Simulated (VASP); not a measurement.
Wanted: the native input for a VASP 6.6.1 run.

| Quantity | Value |
| --- | --- |
| Task | single point |
| Functional | PBE |
| Dispersion | D3(BJ) |
| Potentials or basis | VASP PAW PBE potentials, release 64 (Sn_d, O) |
| Cutoff | 520 eV |
| k mesh | 6 × 6 × 6 |
| Occupations | gaussian, width 0.05 eV |
| Spin | no spin polarisation |
| Dipole correction | no |
| Further INCAR settings | ALGO = Normal; EDIFF = 1e-07; NBANDS = 64 |

The structure of SnO2 lies in POSCAR:

```
SnO2
1.0
    3.2373377712      1.8690778337      4.2908446647
   -3.2373377712      1.8690778337      4.2908446647
    0.0000000000     -3.7381556673      4.2908446647
Sn O
4 8
Direct
    0.8611706257      0.8665830742      0.8665830739
    0.3611959177      0.3665887991      0.8665881250
    0.3611959177      0.8665881252      0.3665887989
    0.8611824080      0.3665905889      0.3665905886
    0.1468348755      0.6083213964      0.6083213864
    0.6468378606      0.1083706337      0.6083418296
    0.6468378606      0.6083418396      0.1083706237
    0.6094318809      0.6078900728      0.6078900847
    0.1468369626      0.1083618528      0.1083618428
    0.1094559987      0.1078516086      0.6078547750
    0.1094559986      0.6078547631      0.1078516205
    0.6094798426      0.1078681675      0.1078681795
```

This cell differs from its parent crystal: atoms displaced along a vibrational mode.

The input as run:

INCAR

```
SYSTEM = SnO2
PREC     = Accurate       ! precision mode
ENCUT    = 520            ! plane-wave cutoff, eV
EDIFF    = 1E-7           ! SCF threshold, eV
ISMEAR   = 0              ! smearing method
SIGMA    = 0.05           ! smearing width, eV
LREAL    = .False.        ! projectors in reciprocal space
LASPH    = .True.         ! aspherical terms in the spheres
NELM     = 100            ! most SCF steps
ALGO     = Normal         ! electronic algorithm
ISIF     = 2              ! what is computed and relaxed
LWAVE    = .False.        ! write WAVECAR
LCHARG   = .False.        ! write CHGCAR
GGA      = PE             ! functional
IVDW     = 12             ! dispersion correction
NBANDS   = 64             ! bands
```

KPOINTS

```
Automatic mesh
0
Gamma
  6 6 6
  0 0 0
```

Potentials or basis: VASP PAW PBE potentials, release 64 (Sn_d, O).

Run with:

```sh
$ cat potpaw_PBE.64/Sn_d/POTCAR potpaw_PBE.64/O/POTCAR > POTCAR
$ mpirun -np 1 vasp_std > vasp.out
```

Results of the run:

| Item | Value |
| --- | --- |
| Pressure | 2.1 GPa |
| Largest force | 1.278 eV/Å |
| Band gap on the k mesh | 1.52 eV |
| Dispersion energy per atom | -0.201 eV |

Caveat: the cell differs from its parent crystal (atoms displaced along a vibrational mode); spin-orbit coupling is left out, which moves the levels of the heavy elements; forces of over 1 eV/Å act on the atoms, so gaps and moduli don't describe the material at rest.

Wall time 9.5 min on 1 thread of Intel(R) Xeon(R) Platinum 8488C (Sapphire Rapids), on a shared host, peak memory 0.57 GiB.
